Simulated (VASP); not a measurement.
A run of VASP 6.6.1 is set up as follows.

Contents of INCAR:

```
ALGO = Normal
EDIFF = 1E-7
ENCUT = 520
GGA = PE
ISIF = 2
ISMEAR = -1
LASPH = T
LCHARG = F
LREAL = F
LWAVE = F
NBANDS = 34
NELM = 100
PREC = Accurate
SIGMA = 0.05
```

The input KPOINTS:

```
k-points
0
Gamma
  9 9 3
```

POSCAR

```
In
1.0
    3.4081100428      0.0000000000      0.0000000000
   -1.7040550214      2.9515098759      0.0000000000
    0.0000000000      0.0000000000     10.9418260834
In
4
Direct
    0.6666666667      0.3333333333      0.7500000000
    0.0000000000      0.0000000000      0.5000000000
    0.3333333333      0.6666666667      0.2500000000
    0.0000000000      0.0000000000      0.0000000000
```

Potentials or basis: VASP PAW PBE potentials, release 64 (In_d).

Launch:

```console
$ cat potpaw_PBE.64/In_d/POTCAR > POTCAR
$ mpirun -np 1 vasp_std > vasp.out
```

(1) Estimate the band gap on the k mesh.

(2) Predict the pressure.

Answers

(1) zero (bands 26 and 27 overlap by 4.60 eV).

(2) 0.0 GPa.

Caveat: spin-orbit coupling is left out, which moves the levels of the heavy elements.
